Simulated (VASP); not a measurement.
W: single point with PBE

W:

```
W
1.0
    -1.61566    1.61566    1.59178
     1.61566   -1.61566    1.59178
     1.61566    1.61566   -1.59178
W
1
Cartesian
  0.0000 0.0000 0.0000
```

This cell differs from its parent crystal: strain +0.015 along x and y, +0.000 along z.

```json
{
 "Program": "VASP 6.6.1",
 "Task": "single point",
 "Functional": "PBE",
 "Potentials or basis": "VASP PAW PBE potentials, release 64 (W_sv)",
 "Cutoff": "520 eV",
 "k mesh": "26 × 26 × 26",
 "Occupations": "gaussian, width 0.15 eV",
 "Spin": "no spin polarisation"
}
```

The pressure is -8.0 GPa and the band gap on the k mesh is zero (bands 7 and 8 overlap by 5.92 eV).

Stress tensor (GPa, compression positive):
```
-9.45  0.00  0.00
 0.00 -9.45  0.00
 0.00  0.00 -5.15
```

Levels at points of the mesh, in eV from the Fermi level:
| k point | band 5 | band 6 | band 7 | band 8 | band 9 | band 10 |
| --- | --- | --- | --- | --- | --- | --- |
| (0.00, 0.00, 0.00) | -9.37 | -1.27 | -1.08 | -1.08 | 2.03 | 2.28 |
| (0.50, 0.00, 0.00) | -5.97 | -3.40 | 0.57 | 2.08 | 3.00 | 5.75 |
| (0.50, 0.50, 0.00) | -5.97 | -3.21 | 0.46 | 1.86 | 2.86 | 5.71 |
| (0.50, 0.50, 0.50) | -5.48 | -5.44 | 4.81 | 4.81 | 4.87 | 7.75 |

Wall time 4.5 min on 1 thread of AMD EPYC 7R13 Processor (Zen 3) (shared host), peak memory 0.34 GiB.

Caveat: the cell differs from its parent crystal (strain +0.015 along x and y, +0.000 along z); the cell stands under tension; spin-orbit coupling is left out, which moves the levels of the heavy elements.
